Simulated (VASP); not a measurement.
Runs of VASP 6.6.1 on Sn. The structure is that of space group Pm-3m (No. 221), or close to it. The cells are those of the table. This isn't the form of Sn at room conditions, which is tetragonal (white tin).

```csv
cell,gap on the mesh (eV),pressure (GPa)
"a = 3.084 Å, 1 atom",none,0.3
"a = 3.202 Å, 1 atom",none,-3.8
"a = 2.999 Å, 1 atom",none,5.1
"a = 3.124 Å, 1 atom",none,(a)
"a = 2.955 Å, 1 atom",none,8.5
"a = 3.164 Å, 1 atom",none,(b)
"a = 3.042 Å, 1 atom",none,2.4
```

Alike in all rows: task single point; level PBE; potentials or basis VASP PAW PBE potentials, release 64 (Sn_d); no spin polarisation; k mesh 17 × 17 × 17; cutoff (eV) 520; smearing fermi-dirac 0.1 eV.

Question: Estimate the missing entries.

Answer: (a) -1.4; (b) -2.8.

Caveats: spin-orbit coupling is left out, which moves the levels of the heavy elements; the cell stands under pressure (at least some runs); the cell stands under tension (at least some runs).

A k mesh can miss the band edges, and the runs leave out spin-orbit coupling on Sn.

A gap of «none» marks levels without a gap at the run's occupations.
